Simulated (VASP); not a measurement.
Input of a VASP 6.6.1 run:

File POSCAR:

```
Cd2SO
1.0
    3.6508323041      0.0000000000      0.0000000000
    0.0000000000      3.6508323041      0.0000000000
    0.0000000000      0.0000000000      5.0328770231
O Cd S
1 2 1
Direct
    0.0000000000      0.0000000000      0.0000000000
    0.0000000000      0.0000000000      0.5000000000
    0.5000000000      0.5000000000      0.0000000000
    0.5000000000      0.5000000000      0.5000000000
```

File INCAR.step1:

```
  PREC = Accurate
  ENCUT = 520
  EDIFF = 1E-5
  ISMEAR = 1
  SIGMA = 0.05
  LREAL = False
  LASPH = True
  NELM = 80
  ALGO = Normal
  ISIF = 2
  LWAVE = True
  NBANDS = 26
  GGA = PE
```

Contents of INCAR.step2:

```
  PREC = Accurate
  ENCUT = 520
  EDIFF = 1E-6
  ISMEAR = 1
  SIGMA = 0.05
  LREAL = False
  LASPH = True
  NELM = 80
  ALGO = Normal
  ISIF = 2
  LWAVE = False
  LCHARG = True
  GGA = PE
  LHFCALC = True
  HFSCREEN = 0.2079
  PRECFOCK = Normal
  LELF = True
  LVHAR = True
  NBANDS = 26
  ISTART = 1
```

The input KPOINTS:

```
regular mesh
0
Gamma
  4 4 2
```

Potentials or basis: VASP PAW PBE potentials, release 64 (O, Cd, S).

Command:

```console
$ cat potpaw_PBE.64/O/POTCAR potpaw_PBE.64/Cd/POTCAR potpaw_PBE.64/S/POTCAR > POTCAR
$ cp INCAR.step1 INCAR
$ mpirun -np 1 vasp_std > vasp.out
$ cp INCAR.step2 INCAR
$ mpirun -np 1 vasp_std > vasp.out
```

Q: Estimate the pressure.

A: 0.9 GPa.

Q: What does it give for the band gap on the k mesh?

A: 1.13 eV, indirect (least direct gap 2.21 eV).

Stress tensor (GPa, compression positive):
```
1.32 0.00 0.00
0.00 1.32 0.00
0.00 0.00 0.06
```

Caveat: the k points lie up to 0.62 Å⁻¹ apart; the PAW data sets were made with another functional, which shifts forces and pressure a little. A k mesh can miss the band edges.
